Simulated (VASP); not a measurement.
# Cl (Cmce) in VASP: a series of runs

Cl is run at these levels: PBE-based screened hybrid with 50 % exact exchange, PBE-based screened hybrid with 25 % exact exchange, PBE+D4; tasks: single point, relaxation of cell and atoms.

Everything below comes from runs of VASP 6.6.1. Logs are shortened: lines on timing, memory, paths and dates and some standing lists are left out, and cuts for length are marked.

## (1) The cell of the first run

Symmetry: Cmce, No. 64, orthorhombic system. Conventional cell: a = 6.290 Å, b = 4.500 Å, c = 8.210 Å, α = 90.00°, β = 90.00°, γ = 90.00°. Cl (site symmetry m) has 1 Cl at 2.02 Å within 2.7 Å.

## (2) Single point, PBE-based screened hybrid with 50 % exact exchange

Contents of POSCAR:

```
Cl
1.0
    3.1450000000     -2.2500000000      0.0000000000
    3.1450000000      2.2500000000      0.0000000000
    0.0000000000      0.0000000000      8.2100000000
Cl
4
Direct
    0.3700000000      0.6300000000      0.4000000000
    0.1300000000      0.8700000000      0.9000000000
    0.6300000000      0.3700000000      0.6000000000
    0.8700000000      0.1300000000      0.1000000000
```

Contents of INCAR.step1:

```
SYSTEM = Cl
ALGO     = Normal         ! electronic algorithm
EDIFF    = 1E-5           ! SCF threshold, eV
ENCUT    = 520            ! plane-wave cutoff, eV
GGA      = PE             ! functional
ISIF     = 2              ! what is computed and relaxed
ISMEAR   = -1             ! smearing method
LASPH    = .True.         ! aspherical terms in the spheres
LREAL    = .False.        ! projectors in reciprocal space
LWAVE    = .True.         ! write WAVECAR
NBANDS   = 22             ! bands
NELM     = 100            ! most SCF steps
PREC     = Accurate       ! precision mode
SIGMA    = 0.05           ! smearing width, eV
```

Contents of INCAR.step2:

```
SYSTEM = Cl
AEXX     = 0.5            ! exact-exchange fraction
ALGO     = Normal         ! electronic algorithm
EDIFF    = 1E-6           ! SCF threshold, eV
ENCUT    = 520            ! plane-wave cutoff, eV
GGA      = PE             ! functional
HFSCREEN = 0.2078699      ! screening, 1/A
ISIF     = 2              ! what is computed and relaxed
ISMEAR   = -1             ! smearing method
ISTART   = 1            
LASPH    = .True.         ! aspherical terms in the spheres
LCHARG   = .True.         ! write CHGCAR
LELF     = .True.         ! ELF
LHFCALC  = .True.         ! exact exchange
LREAL    = .False.        ! projectors in reciprocal space
LVHAR    = .True.       
LWAVE    = .False.        ! write WAVECAR
NBANDS   = 22             ! bands
NELM     = 100            ! most SCF steps
PREC     = Accurate       ! precision mode
PRECFOCK = Normal       
SIGMA    = 0.05           ! smearing width, eV
```

Contents of KPOINTS:

```
k-points
0
Gamma
  4 4 2
  0 0 0
```

Potentials or basis: VASP PAW PBE potentials, release 64 (Cl).

Started as:

```
cat potpaw_PBE.64/Cl/POTCAR > POTCAR
cp INCAR.step1 INCAR
mpirun -np 1 vasp_std > vasp.out
cp INCAR.step2 INCAR
mpirun -np 1 vasp_std > vasp.out
```

OUTCAR:

```text
SYSTEM = Cl
   AEXX = 0.5
   EDIFF = 1E-6
   ENCUT = 520
   GGA = PE
   HFSCREEN = 0.2078699
   ISIF = 2
   ISMEAR = -1
   ISTART = 1
   LASPH = .True.
   LHFCALC = .True.
   LREAL = .False.
   NELM = 100
   PREC = Accurate
   PRECFOCK = Normal

 ion  position               nearest neighbor table
   1  0.370  0.630  0.400-   3 2.02
   2  0.130  0.870  0.900-   4 2.02
   3  0.630  0.370  0.600-   1 2.02
   4  0.870  0.130  0.100-   2 2.02

  LATTYP: Found a base centered orthorhombic cell.
 ALAT       =     4.5000000000
 B/A-ratio  =     1.3977777778
 C/A-ratio  =     1.8244444444

  Lattice vectors:

 A1 = (  -3.1450000000,  -2.2500000000,   0.0000000000)
 A2 = (   3.1450000000,  -2.2500000000,   0.0000000000)
 A3 = (   0.0000000000,   0.0000000000,   8.2100000000)

Analysis of symmetry for initial positions (statically):
=====================================================================
 Subroutine PRICEL returns:
 Original cell was already a primitive cell.

 Routine SETGRP: Setting up the symmetry group for a
 base centered orthorhombic supercell.

 Subroutine GETGRP returns: Found  8 space group operations
 (whereof  4 operations were pure point group operations)
 out of a pool of  8 trial point group operations.

The static configuration has the point symmetry C_2h.
 The point group associated with its full space group is D_2h.

Analysis of symmetry for dynamics (positions and initial velocities):
=====================================================================
 Subroutine PRICEL returns:
 Original cell was already a primitive cell.

 Routine SETGRP: Setting up the symmetry group for a
 base centered orthorhombic supercell.

 Subroutine GETGRP returns: Found  8 space group operations
 (whereof  4 operations were pure point group operations)
 out of a pool of  8 trial point group operations.

The dynamic configuration has the point symmetry C_2h.
 The point group associated with its full space group is D_2h.

 Subroutine INISYM returns: Found  8 space group operations
 (whereof  4 operations are pure point group operations),
 and found     1 'primitive' translations

----------------------------------------------------------------------------------------

                                     Primitive cell

  volume of cell :     116.1920

  direct lattice vectors                    reciprocal lattice vectors
     3.145000000 -2.250000000  0.000000000     0.158982512 -0.222222222  0.000000000
     3.145000000  2.250000000  0.000000000     0.158982512  0.222222222  0.000000000
     0.000000000  0.000000000  8.210000000     0.000000000  0.000000000  0.121802680

  length of vectors
     3.866978795  3.866978795  8.210000000     0.273236445  0.273236445  0.121802680

  position of ions in fractional coordinates (direct lattice)
     0.370000000  0.630000000  0.400000000
     0.130000000  0.870000000  0.900000000
     0.630000000  0.370000000  0.600000000
     0.870000000  0.130000000  0.100000000

  ion indices of the primitive-cell ions
   primitive index   ion index
                 1           1
                 2           2
                 3           3
                 4           4

----------------------------------------------------------------------------------------

 KPOINTS: k-points

Automatic generation of k-mesh.
 Grid dimensions read from file:
 generate k-points for:    4    4    2

 Generating k-lattice:

  Cartesian coordinates                     Fractional coordinates (reciprocal lattice)
     0.039745628 -0.055555556  0.000000000     0.250000000  0.000000000  0.000000000
     0.039745628  0.055555556  0.000000000     0.000000000  0.250000000  0.000000000
     0.000000000  0.000000000  0.060901340     0.000000000  0.000000000  0.500000000

  Length of vectors
     0.068309111  0.068309111  0.060901340

  Shift w.r.t. Gamma in fractional coordinates (k-lattice)
     0.000000000  0.000000000  0.000000000

 Subroutine IBZKPT returns following result:
 ===========================================

 Found     14 irreducible k-points:

 Following reciprocal coordinates:
            Coordinates               Weight
  0.000000  0.000000  0.000000      1.000000
  0.250000  0.000000  0.000000      4.000000
  0.500000  0.000000  0.000000      2.000000
  0.250000  0.250000  0.000000      2.000000
  0.500000  0.250000  0.000000      4.000000
 -0.250000  0.250000  0.000000      2.000000
  0.500000  0.500000  0.000000      1.000000
  0.000000  0.000000  0.500000      1.000000
  0.250000  0.000000  0.500000      4.000000
  0.500000  0.000000  0.500000      2.000000
  0.250000  0.250000  0.500000      2.000000
  0.500000  0.250000  0.500000      4.000000
 -0.250000  0.250000  0.500000      2.000000
  0.500000  0.500000  0.500000      1.000000
   k-points           NKPTS =     14   k-points in BZ     NKDIM =     32   number of bands    NBANDS=     22
   number of dos      NEDOS =    301   number of ions     NIONS =      4
[... 55 lines left out ...]
 non-spin polarized calculation
  energy-cutoff  :      520.00
  volume of cell :      116.19
 maximum number of plane-waves:      3157
 NGX is ok and might be reduce to    30
  NGX = 24; NGY = 24; NGZ = 48

 number of electron      27.9999999 magnetization

 Free energy of the ion-electron system (eV)
  ---------------------------------------------------
  ext. energy  EPLUGINS =         0.00000000
  ---------------------------------------------------
  free energy    TOTEN  =       -13.91489845 eV

  energy without entropy =      -13.91489845  energy(sigma->0) =      -13.91489845

 E-fermi :  -1.4379     XC(G=0):  -5.2165

 val. band max:       -2.6774386794   @ k =   0.5000   0.0000   0.5000
 cond. band min:       3.1343202654   @ k =   0.0000   0.0000   0.0000
 fundamental gap:      5.8117589448
 Fermi energy:        -1.4378963355

 k-point     1 :       0.0000    0.0000    0.0000
  band No.  band energies     occupation
      1     -21.8845      2.00000
      2     -21.6327      2.00000
      3     -17.2976      2.00000
      4     -16.6564      2.00000
      5      -7.8827      2.00000
      6      -6.9655      2.00000
[... 14 lines left out ...]
     21      10.5495      0.00000
     22      10.8796      0.00000

 k-point     2 :       0.2500    0.0000    0.0000
  band No.  band energies     occupation
      1     -21.7646      2.00000
      2     -21.5820      2.00000
      3     -17.2163      2.00000
      4     -16.7716      2.00000
      5      -7.9117      2.00000
      6      -7.1468      2.00000
[... 14 lines left out ...]
     21      10.5377      0.00000
     22      11.3060      0.00000

 k-point     3 :       0.5000    0.0000    0.0000
  band No.  band energies     occupation
      1     -21.5843      2.00000
      2     -21.5843      2.00000
      3     -17.0156      2.00000
      4     -17.0156      2.00000
      5      -7.7268      2.00000
      6      -7.7268      2.00000
[... 14 lines left out ...]
     21      11.4517      0.00000
     22      11.4517      0.00000

 k-point     4 :       0.2500    0.2500    0.0000
  band No.  band energies     occupation
      1     -21.7491      2.00000
      2     -21.5321      2.00000
      3     -17.2001      2.00000
      4     -16.6736      2.00000
      5      -7.8153      2.00000
      6      -7.0855      2.00000
[... 14 lines left out ...]
     21      10.2870      0.00000
     22      10.7006      0.00000

 k-point     5 :       0.5000    0.2500    0.0000
  band No.  band energies     occupation
      1     -21.6147      2.00000
      2     -21.4882      2.00000
      3     -17.0981      2.00000
      4     -16.8146      2.00000
      5      -7.7627      2.00000
      6      -7.3552      2.00000
[... 167 lines left out ...]
 k-point    12 :       0.5000    0.2500    0.5000
  band No.  band energies     occupation
      1     -21.5529      2.00000
      2     -21.5529      2.00000
      3     -16.9565      2.00000
      4     -16.9565      2.00000
      5      -7.5175      2.00000
      6      -7.5175      2.00000
[... 14 lines left out ...]
     21      10.8263      0.00000
     22      10.8263      0.00000

 k-point    13 :      -0.2500    0.2500    0.5000
  band No.  band energies     occupation
      1     -21.5854      2.00000
      2     -21.5854      2.00000
      3     -17.0138      2.00000
      4     -17.0138      2.00000
      5      -7.4883      2.00000
      6      -7.4883      2.00000
[... 14 lines left out ...]
     21      10.8535      0.00000
     22      10.8535      0.00000

 k-point    14 :       0.5000    0.5000    0.5000
  band No.  band energies     occupation
      1     -21.5211      2.00000
      2     -21.5211      2.00000
      3     -16.8951      2.00000
      4     -16.8951      2.00000
      5      -7.4979      2.00000
      6      -7.4979      2.00000
[... 14 lines left out ...]
     21      10.8387      0.00000
     22      10.8387      0.00000

------------------------ aborting loop because EDIFF is reached ----------------------------------------

  FORCE on cell =-STRESS in cart. coord.  units (eV):
  Direction    XX          YY          ZZ          XY          YZ          ZX
  --------------------------------------------------------------------------------------
  -------------------------------------------------------------------------------------
  Total        0.5413712     -1.4985697     -3.4860526      0.0000000      0.0000000      0.0000000
  in kB        7.4649937    -20.6638484    -48.0693448      0.0000000      0.0000000      0.0000000
  external PRESSURE =     -20.4227332 kB  Pullay stress =       0.0000000 kB

 VOLUME and BASIS-vectors are now :
 -----------------------------------------------------------------------------
  energy-cutoff  :      520.00
  volume of cell :      116.19
      direct lattice vectors                 reciprocal lattice vectors
     3.145000000 -2.250000000  0.000000000     0.158982512 -0.222222222  0.000000000
     3.145000000  2.250000000  0.000000000     0.158982512  0.222222222  0.000000000
     0.000000000  0.000000000  8.210000000     0.000000000  0.000000000  0.121802680

 POSITION                                       TOTAL-FORCE (eV/Angst)
 -----------------------------------------------------------------------------------
      3.14500      0.58500      3.28400         0.000000     -0.867738      1.141644
      3.14500      1.66500      7.38900         0.000000      0.867738      1.141644
      3.14500     -0.58500      4.92600         0.000000      0.867738     -1.141644
      3.14500     -1.66500      0.82100         0.000000     -0.867738     -1.141644
 -----------------------------------------------------------------------------------
    total drift:                                0.000002      0.000000      0.000006

  FREE ENERGIE OF THE ION-ELECTRON SYSTEM (eV)
  ---------------------------------------------------
  free  energy   TOTEN  =       -13.9148984530 eV

  energy  without entropy=      -13.9148984530  energy(sigma->0) =      -13.91489845
```

Run time: 35 min. Hardware: 1 thread of Intel Xeon 8259CL, shared host; peak memory 0.36 GiB.

Results:

```yaml
Free_energy: -13.9149 eV
Pressure: -2.0 GPa
Largest_force: 1.434 eV/Å
Band_gap_on_the_k_mesh: 5.81 eV (least direct gap 5.92 eV)
```

Forces in eV/Å, atoms in the order of the input:
```
Cl   0.000 -0.868  1.142
Cl   0.000  0.868  1.142
Cl   0.000  0.868 -1.142
Cl   0.000 -0.868 -1.142
```

Caveat: the k points lie up to 0.43 Å⁻¹ apart; this functional lacks dispersion, which holds the molecules together, so the pressure and a relaxed volume are unreliable; the PAW data sets were made with another functional, which shifts forces and pressure a little.

## (3) Single point, PBE-based screened hybrid with 25 % exact exchange

POSCAR is that of step 2.

Contents of INCAR.step1:

```
PREC = Accurate
ENCUT = 520
EDIFF = 1E-5
ISMEAR = -1
SIGMA = 0.05
LREAL = F
LASPH = T
NELM = 80
ALGO = Normal
ISIF = 2
LWAVE = T
GGA = PE
NBANDS = 22
```

Contents of INCAR.step2:

```
PREC = Accurate
ENCUT = 520
EDIFF = 1E-6
ISMEAR = -1
SIGMA = 0.05
LREAL = F
LASPH = T
NELM = 80
ALGO = Normal
ISIF = 2
LWAVE = F
LCHARG = T
GGA = PE
LHFCALC = T
AEXX = 0.25
HFSCREEN = 0.3
PRECFOCK = Normal
LELF = T
LVHAR = T
ISTART = 1
NBANDS = 22
```

Contents of KPOINTS:

```
regular mesh
0
Gamma
  4 4 2
```

Potentials or basis: VASP PAW PBE potentials, release 64 (Cl).

Started as:

```
cat potpaw_PBE.64/Cl/POTCAR > POTCAR
cp INCAR.step1 INCAR
mpirun -np 1 vasp_std > vasp.out
cp INCAR.step2 INCAR
mpirun -np 1 vasp_std > vasp.out
```

Run time: 30 min. Hardware: 1 thread of AMD EPYC 7R43 (Zen 3), shared host; peak memory 0.31 GiB.

It converged, with:

```
Free energy            : -10.0531 eV
Pressure               : -0.8 GPa
Largest force          : 0.799 eV/Å
Band gap on the k mesh : 3.87 eV (least direct gap 3.96 eV)
```

Forces in eV/Å, atoms in the order of the input:
```
Cl   0.000 -0.514  0.612
Cl   0.000  0.514  0.612
Cl   0.000  0.514 -0.612
Cl   0.000 -0.514 -0.612
```

Stress tensor (GPa, compression positive):
```
 0.99  0.00  0.00
 0.00 -0.94  0.00
 0.00  0.00 -2.57
```

Levels at points of the mesh, in eV from the valence-band top:
```csv
k point,band 12,band 13,band 14,band 15,band 16,band 17
"(0.00, 0.00, 0.00)",-0.42,-0.18,-0.09,3.87,4.52,8.06
"(0.50, 0.00, 0.00)",-0.51,-0.15,-0.15,4.26,4.26,9.52
"(0.50, 0.50, 0.00)",-0.92,-0.38,-0.02,3.97,4.17,9.84
"(0.00, 0.00, 0.50)",-0.66,-0.13,-0.13,4.08,4.08,8.70
"(0.50, 0.00, 0.50)",-0.46,0.00,0.00,4.19,4.19,9.75
"(0.50, 0.50, 0.50)",-0.72,-0.49,-0.49,3.98,3.98,10.21
```

Caveat: the k points lie up to 0.43 Å⁻¹ apart; this functional lacks dispersion, which holds the molecules together, so the pressure and a relaxed volume are unreliable; the PAW data sets were made with another functional, which shifts forces and pressure a little.

## (4) Relaxation of cell and atoms, PBE+D4

Contents of INCAR:

```
PREC = Accurate
ENCUT = 600
EDIFF = 1E-6
ISMEAR = -1
SIGMA = 0.05
LREAL = False
LASPH = True
NELM = 80
ALGO = Normal
ISIF = 3
LWAVE = False
LCHARG = False
GGA = PE
IVDW = 13
IBRION = 2
NSW = 60
EDIFFG = -0.01
```

Contents of KPOINTS:

```
Automatic mesh
0
Gamma
  7 7 4
```

POSCAR is that of step 3.

Started as:

```
cat potpaw_PBE.64/Cl/POTCAR > POTCAR
mpirun -np 1 vasp_std > vasp.out
```

Wall time 28 min (1 thread of Intel Xeon 8259CL, shared host); peak memory 0.31 GiB.

It converged, with:

| Property | Result |
| --- | --- |
| Free energy | -8.0018 eV |
| Relaxed volume | 27.08 Å³/atom |
| Relaxed cell | a = 3.854 Å, b = 3.854 Å, c = 8.082 Å, α = 90.00°, β = 90.00°, γ = 64.44° |
| Space group after relaxing (to 0.1 Å) | Cmce (No. 64) |
| Energy gained by relaxing | 11.1 meV/atom |
| Ionic steps | 21 |
| Pressure after relaxing | 0.0 GPa |
| Largest force after relaxing | 0.005 eV/Å |
| Band gap on the k mesh | 2.35 eV |
| Dispersion energy per atom | -0.174 eV |

Forces in eV/Å, atoms in the order of the input:
```
Cl   0.000 -0.003 -0.003
Cl   0.000  0.003 -0.003
Cl   0.000  0.003  0.003
Cl   0.000 -0.003  0.003
```

Step by step:
```tsv
step	energy change (eV)	largest force (eV/Å)	pressure (GPa)	volume (Å³)
1	0.0000	0.1571	-0.73	116.19
2	-0.0004	0.4726	0.53	113.98
3	-0.0058	0.1798	-0.10	115.05
4	-0.0119	0.1673	-0.09	114.16
5	-0.0269	0.1283	-0.01	111.50
6	-0.0355	0.0786	0.44	106.23
7	-0.0368	0.0934	0.27	107.83
8	-0.0264	0.4027	-0.92	109.08
9	-0.0377	0.0242	0.00	108.10
10	-0.0389	0.0255	-0.02	108.30
11	-0.0416	0.0309	-0.07	108.90
12	-0.0428	0.0562	-0.18	110.00
13	-0.0400	0.2028	0.45	109.27
14	-0.0430	0.0107	-0.05	109.85
15	-0.0434	0.0101	-0.05	109.57
16	-0.0442	0.0129	-0.02	108.73
17	-0.0438	0.0274	0.04	107.06
18	-0.0443	0.0176	0.00	108.15
19	-0.0440	0.0726	0.21	108.01
20	-0.0444	0.0067	0.04	108.12
21	-0.0445	0.0048	0.02	108.33
```

Final structure:
```
Cl
1.0
     3.26088   -2.05512    0.00000
     3.26088    2.05512    0.00000
     0.00000    0.00000    8.08245
Cl
4
Direct
  0.37563 0.62437 0.39232
  0.12437 0.87563 0.89232
  0.62437 0.37563 0.60768
  0.87563 0.12437 0.10768
```

Levels at points of the mesh, in eV from the valence-band top:
```csv
k point,band 10,band 11,band 12,band 13,band 14,band 15,band 16,band 17,band 18
"(0.00, 0.00, 0.00)",-2.22,-0.94,-0.36,-0.16,0.00,2.35,3.17,6.88,7.23
"(0.00, 0.00, 0.50)",-2.30,-0.80,-0.80,-0.08,-0.08,2.68,2.68,7.35,7.35
```

## (5) Summary

| task | level | cell | k mesh | cutoff (eV) | grid for exact exchange (PRECFOCK) | share of exact exchange | screening parameter | gap on the mesh (eV) | pressure (GPa) | largest force (eV/Å) |
| --- | --- | --- | --- | --- | --- | --- | --- | --- | --- | --- |
| single point | PBE-based screened hybrid with 50 % exact exchange | as given | 4 × 4 × 2 | 520 | Normal | 0.5 | 0.20787 1/Å | 5.81 | -2.0 | 1.43 |
| single point | PBE-based screened hybrid with 25 % exact exchange | as given | 4 × 4 × 2 | 520 | Normal | 0.25 | 0.3 1/Å | 3.87 | -0.8 | 0.80 |
| relaxation of cell and atoms | PBE+D4 | relaxed | 7 × 7 × 4 | 600 | - | - | - | 2.35 | 0.0 | - |

Alike in all rows: potentials or basis VASP PAW PBE potentials, release 64 (Cl); no spin polarisation; smearing fermi-dirac 0.05 eV.

Caveats: some runs use coarse meshes; this functional lacks dispersion, which holds the molecules together, so the pressure and a relaxed volume are unreliable (at least some runs); the PAW data sets were made with another functional, which shifts forces and pressure a little (at least some runs).

Total energies depend on the potentials used, so only differences within one code and one set of settings carry meaning.
